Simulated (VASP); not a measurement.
# SrTiO3 (Pm-3m) in VASP: a series of runs

Runs on SrTiO3. Level: PBEsol. Tasks: electric field gradients.

All numbers are computed with VASP 6.6.1; they aren't measurements. Logs are shortened: lines on timing, memory, paths and dates and some standing lists are left out, and cuts for length are marked.

## 1. The cell of the first run

The structure is cubic, space group Pm-3m (No. 221). The conventional cell has a = 3.825 Å, b = 3.825 Å, c = 3.825 Å, α = 90.00°, β = 90.00°, γ = 90.00°. Sr (site symmetry m-3m) has 12 O at 2.70 Å and 8 Ti at 3.31 Å within 3.6 Å. Ti (site symmetry m-3m) has 6 O at 1.91 Å within 2.5 Å. O (site symmetry 4/mmm) has 2 Ti at 1.91 Å within 2.5 Å.

## 2. Electric field gradients, PBEsol (volume scaled by 0.94)

The input, INCAR:

```
PREC = Accurate
ENCUT = 520
EDIFF = 1E-8
ISMEAR = -1
SIGMA = 0.05
LREAL = False
LASPH = True
NELM = 100
ALGO = Normal
ISIF = 2
LWAVE = False
LCHARG = False
GGA = PS
LEFG = True
NBANDS = 28
```

The input, KPOINTS:

```
regular mesh
0
Gamma
  7 7 7
```

The input, POSCAR:

```
SrTiO3
1.0
    3.8252837545      0.0000000000      0.0000000000
    0.0000000000      3.8252837545      0.0000000000
    0.0000000000      0.0000000000      3.8252837545
Sr Ti O
1 1 3
Direct
    0.0000000000      0.0000000000      0.0000000000
    0.5000000000      0.5000000000      0.5000000000
    0.0000000000      0.5000000000      0.5000000000
    0.5000000000      0.0000000000      0.5000000000
    0.5000000000      0.5000000000      0.0000000000
```

Potentials or basis: VASP PAW PBE potentials, release 64 (Sr_sv, Ti_sv, O).

Command:

```
cat potpaw_PBE.64/Sr_sv/POTCAR potpaw_PBE.64/Ti_sv/POTCAR potpaw_PBE.64/O/POTCAR > POTCAR
mpirun -np 1 vasp_std > vasp.out
```

OUTCAR:

```text
PREC = Accurate
   ENCUT = 520
   EDIFF = 1E-8
   ISMEAR = -1
   LREAL = False
   LASPH = True
   NELM = 100
   ISIF = 2
   GGA = PS

 ion  position               nearest neighbor table
   1  0.000  0.000  0.000-   3 2.70   4 2.70   5 2.70   3 2.70   4 2.70   3 2.70   5 2.70   3 2.70
                             4 2.70   5 2.70   4 2.70   5 2.70   2 3.31   2 3.31   2 3.31   2 3.31
   2  0.500  0.500  0.500-   3 1.91   4 1.91   5 1.91   5 1.91   4 1.91   3 1.91   1 3.31   1 3.31
                             1 3.31   1 3.31   1 3.31   1 3.31   1 3.31   1 3.31
   3  0.000  0.500  0.500-   2 1.91   2 1.91   1 2.70   1 2.70   1 2.70   1 2.70
   4  0.500  0.000  0.500-   2 1.91   2 1.91   1 2.70   1 2.70   1 2.70   1 2.70
   5  0.500  0.500  0.000-   2 1.91   2 1.91   1 2.70   1 2.70   1 2.70   1 2.70

  LATTYP: Found a simple cubic cell.
 ALAT       =     3.8252837545

  Lattice vectors:

 A1 = (   3.8252837545,   0.0000000000,   0.0000000000)
 A2 = (   0.0000000000,   3.8252837545,   0.0000000000)
 A3 = (   0.0000000000,   0.0000000000,   3.8252837545)

Analysis of symmetry for initial positions (statically):
=====================================================================
 Subroutine PRICEL returns:
 Original cell was already a primitive cell.

 Routine SETGRP: Setting up the symmetry group for a
 simple cubic supercell.

 Subroutine GETGRP returns: Found 48 space group operations
 (whereof 48 operations were pure point group operations)
 out of a pool of 48 trial point group operations.

The static configuration has the point symmetry O_h .

Analysis of symmetry for dynamics (positions and initial velocities):
=====================================================================
 Subroutine PRICEL returns:
 Original cell was already a primitive cell.

 Routine SETGRP: Setting up the symmetry group for a
 simple cubic supercell.

 Subroutine GETGRP returns: Found 48 space group operations
 (whereof 48 operations were pure point group operations)
 out of a pool of 48 trial point group operations.

The dynamic configuration has the point symmetry O_h .

 Subroutine INISYM returns: Found 48 space group operations
 (whereof 48 operations are pure point group operations),
 and found     1 'primitive' translations

----------------------------------------------------------------------------------------

                                     Primitive cell

  volume of cell :      55.9746

  direct lattice vectors                    reciprocal lattice vectors
     3.825283755  0.000000000  0.000000000     0.261418515  0.000000000  0.000000000
     0.000000000  3.825283755  0.000000000     0.000000000  0.261418515  0.000000000
     0.000000000  0.000000000  3.825283755     0.000000000  0.000000000  0.261418515

  length of vectors
     3.825283755  3.825283755  3.825283755     0.261418515  0.261418515  0.261418515

  position of ions in fractional coordinates (direct lattice)
     0.000000000  0.000000000  0.000000000
     0.500000000  0.500000000  0.500000000
     0.000000000  0.500000000  0.500000000
     0.500000000  0.000000000  0.500000000
     0.500000000  0.500000000  0.000000000

  ion indices of the primitive-cell ions
   primitive index   ion index
                 1           1
                 2           2
                 3           3
                 4           4
                 5           5

----------------------------------------------------------------------------------------

 KPOINTS: regular mesh

Automatic generation of k-mesh.
 Grid dimensions read from file:
 generate k-points for:    7    7    7

 Generating k-lattice:

  Cartesian coordinates                     Fractional coordinates (reciprocal lattice)
     0.037345502  0.000000000  0.000000000     0.142857143  0.000000000  0.000000000
     0.000000000  0.037345502  0.000000000     0.000000000  0.142857143  0.000000000
[... 45 lines left out ...]
   ISTART =      0    job   : 0-new  1-cont  2-samecut
   ICHARG =      2    charge: 1-file 2-atom 10-const
   ISPIN  =      1    spin polarized calculation?
   LNONCOLLINEAR =      F non collinear calculations
   LSORBIT =      F    spin-orbit coupling
   LASPH  =      T    aspherical Exc in radial PAW
   ENCUT  =  520.0 eV  38.22 Ry    6.18 a.u.   7.11  7.11  7.11*2*pi/ulx,y,z
   NELM   =    100;   NELMIN=  2; NELMDL= -5     # of ELM steps
   EDIFF  = 0.1E-07   stopping-criterion for ELM
   LREAL  =      F    real-space projection
   EDIFFG = 0.1E-06   stopping-criterion for IOM
   NSW    =      0    number of steps for IOM
   IBRION =     -1    ionic relax: 0-MD 1-quasi-New 2-CG
   NFREE  =      0    steps in history (QN), initial steepest desc. (CG)
   ISIF   =      2    stress and relaxation
   ISYM   =      2    0-nonsym 1-usesym 2-fastsym
   POTIM  = 0.5000    time-step for ionic-motion
   TEBEG  =    0.0;   TEEND  =   0.0 temperature during run
   PSTRESS=    0.0 pullay stress
   NELECT =      40.0000    total number of electrons
   NUPDOWN=      -1.0000    fix difference up-down
   EMIN   =  10.00;   EMAX   =-10.00  energy-range for DOS
   EFERMI =   0.00;   METHOD = LEGACY
   ISMEAR =    -1;   SIGMA  =   0.05  broadening in eV -4-tet -1-fermi 0-gaus
   EFERMI_NEDOS =   21; number of points for ismear=-14 and -15
   IALGO  =     38    algorithm
   IMIX   =      4    mixing-type and parameters
     AMIX     =   0.40;   BMIX     =  1.00
     AMIX_MAG =   1.60;   BMIX_MAG =  1.00
  volume/ion in A,a.u.               =      11.19        75.55
  Fermi-wavevector in a.u.,A,eV,Ry     =   1.463630  2.765859 29.146557  2.142211
  Thomas-Fermi vector in A             =   2.579702
   LORBIT       =      0    0 simple, 1 ext, 2 COOP (PROOUT), +10 PAW based schemes
   GGA     = PS    functional components
   LHFCALC =     F    Hartree Fock is set to
   AEXX    =    0.0000 exact exchange contribution
   IVDW    =     0    specifies the selected vdW correction
   LEPSILON=     F    determine dielectric tensor
   LRPA    =     F    only Hartree local field effects (RPA)
 non-spin polarized calculation
  energy-cutoff  :      520.00
  volume of cell :       55.97
 maximum number of plane-waves:      1516
   NGX = 15   NGY = 15   NGZ = 15

 number of electron      39.9999994 magnetization

 Free energy of the ion-electron system (eV)
  ---------------------------------------------------
  ext. energy  EPLUGINS =         0.00000000
  ---------------------------------------------------
  free energy    TOTEN  =       -41.90467088 eV

  energy without entropy =      -41.90467088  energy(sigma->0) =      -41.90467088

 E-fermi :   5.4975     XC(G=0): -11.8727

 val. band max:        4.4754140370   @ k =   0.4286   0.4286   0.4286
 cond. band min:       6.4519181797   @ k =   0.0000   0.0000   0.0000
 fundamental gap:      1.9765041427
 Fermi energy:         5.4974848230

 k-point     1 :       0.0000    0.0000    0.0000
  band No.  band energies     occupation
      1     -51.3956      2.00000
      2     -27.9194      2.00000
      3     -27.8043      2.00000
      4     -27.8043      2.00000
      5     -27.8043      2.00000
      6     -13.0389      2.00000
[... 609 lines left out ...]
     27      13.5234      0.00000
     28      13.5234      0.00000

------------------------ aborting loop because EDIFF is reached ----------------------------------------

  FORCE on cell =-STRESS in cart. coord.  units (eV):
  Direction    XX          YY          ZZ          XY          YZ          ZX
  --------------------------------------------------------------------------------------
  -------------------------------------------------------------------------------------
  Total        4.0023190      4.0023190      4.0023190     -0.0000000     -0.0000000      0.0000000
  in kB      114.5595542    114.5595542    114.5595542     -0.0000000     -0.0000000      0.0000000
  external PRESSURE =     114.5595542 kB  Pullay stress =       0.0000000 kB

 VOLUME and BASIS-vectors are now :
 -----------------------------------------------------------------------------
  energy-cutoff  :      520.00
  volume of cell :       55.97
      direct lattice vectors                 reciprocal lattice vectors
     3.825283755  0.000000000  0.000000000     0.261418515  0.000000000  0.000000000
     0.000000000  3.825283755  0.000000000     0.000000000  0.261418515  0.000000000
     0.000000000  0.000000000  3.825283755     0.000000000  0.000000000  0.261418515

 POSITION                                       TOTAL-FORCE (eV/Angst)
 -----------------------------------------------------------------------------------
      0.00000      0.00000      0.00000         0.000000      0.000000      0.000000
      1.91264      1.91264      1.91264         0.000000      0.000000      0.000000
      0.00000      1.91264      1.91264         0.000000      0.000000      0.000000
      1.91264      0.00000      1.91264         0.000000      0.000000      0.000000
      1.91264      1.91264      0.00000         0.000000      0.000000      0.000000
 -----------------------------------------------------------------------------------
    total drift:                                0.000000      0.000000      0.000000

  FREE ENERGIE OF THE ION-ELECTRON SYSTEM (eV)
  ---------------------------------------------------
  free  energy   TOTEN  =       -41.9046708773 eV

  energy  without entropy=      -41.9046708769  energy(sigma->0) =      -41.90467088

 Electric field gradients (V/A^2)
---------------------------------------------------------------------
 ion       V_xx      V_yy      V_zz      V_xy      V_xz      V_yz
---------------------------------------------------------------------
   1      -0.000     0.000    -0.000    -0.000     0.000     0.000
   2       0.000     0.000     0.000    -0.000     0.000     0.000
   3       2.950    -1.475    -1.475     0.000    -0.000     0.000
   4      -1.475     2.950    -1.475     0.000    -0.000     0.000
   5      -1.475    -1.475     2.950    -0.000    -0.000     0.000
---------------------------------------------------------------------

 Electric field gradients after diagonalization (V/A^2)
 (convention: |V_zz| > |V_xx| > |V_yy|)
----------------------------------------------------------------------
 ion       V_xx      V_yy      V_zz     asymmetry (V_yy - V_xx)/ V_zz
----------------------------------------------------------------------
   1      -0.000    -0.000     0.000       0.195
   2       0.000     0.000     0.000      -0.285
   3      -1.475    -1.475     2.950       0.000
   4      -1.475    -1.475     2.950       0.000
   5      -1.475    -1.475     2.950       0.000
----------------------------------------------------------------------

           NMR quadrupolar parameters

 Cq : quadrupolar parameter    Cq=e*Q*V_zz/h
 eta: asymmetry parameters     (V_yy - V_xx)/ V_zz
 Q  : nuclear electric quadrupole moment in mb (millibarn)
----------------------------------------------------------------------
 ion       Cq(MHz)       eta       Q (mb)
----------------------------------------------------------------------
   1       0.000       0.195       1.000
   2       0.000      -0.285       1.000
   3       0.007       0.000       1.000
   4       0.007       0.000       1.000
   5       0.007       0.000       1.000
----------------------------------------------------------------------
```

Run time: 72 s. Hardware: 1 thread of AMD EPYC 7R13 (Zen 3), shared host; peak memory 0.15 GiB.

Results:

| Property | Result |
| --- | --- |
| Free energy | -41.9047 eV |
| Pressure | 11.5 GPa |
| Band gap on the k mesh | 1.98 eV, indirect (least direct gap 2.22 eV) |

Levels at points of the mesh, in eV from the valence-band top:
```csv
k point,band 16,band 17,band 18,band 19,band 20,band 21,band 22,band 23,band 24,band 25
"(0.00, 0.00, 0.00)",-1.22,-1.22,-0.24,-0.24,-0.24,1.98,1.98,1.98,4.83,4.83
```

Electric field gradients, principal values (V/Å²):
| atom | least | middle | greatest (by size) |
| --- | --- | --- | --- |
| 1 Sr | 0.000 | 0.000 | 0.000 |
| 2 Ti | 0.000 | 0.000 | 0.000 |
| 3 O | -1.475 | -1.475 | 2.950 |
| 4 O | -1.475 | -1.475 | 2.950 |
| 5 O | -1.475 | -1.475 | 2.950 |

Caveat: without QUAD_EFG the Cq values of the log hold for a quadrupole moment of 1 mb, not for the nuclei; the PAW data sets were made with another functional, which shifts forces and pressure a little.

(Part 1 of 2 ends here.)
